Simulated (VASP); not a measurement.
CoO:

```
CELL_PARAMETERS angstrom
2.57246 0.00000 0.00000
0.00000 2.57246 0.00000
0.00000 0.00000 2.57246
ATOMIC_POSITIONS crystal
Co 0.00000 0.00000 0.00000
O 0.50000 0.50000 0.50000
```

Base run:

| Property | Result |
| --- | --- |
| Program | VASP 6.6.1 |
| Functional | PBEsol |
| Potentials or basis | VASP PAW PBE potentials, release 64 (Co, O) |
| Cutoff | 520 eV |
| k mesh | 16 × 16 × 16 |
| Occupations | gaussian, width 0.1 eV |
| Spin | collinear spin, ferromagnetic start |
| Starting moments | [2.94, 0.75] μB |
| Fixed moment | 3.5 μB |

Its results: pressure 18.6 GPa; site moments Co +2.73; O +0.65 μB.

The run is repeated on the same cell with these changes: fixed moment from 3.5 μB to 2 μB; moments at the start from [2.94, 0.75] to [1.95, 0.22]. What comes out?

Pressure -8.9 GPa; site moments Co +1.78; O +0.20 μB.

Caveats: the PAW data sets were made with another functional, which shifts forces and pressure a little; the total moment is fixed, so each spin has its own Fermi level and the state may be an excited one; a cell with one magnetic atom can't hold antiferromagnetic order, which such compounds often take; the cell stands under pressure (at least some runs); the cell stands under tension (at least some runs).
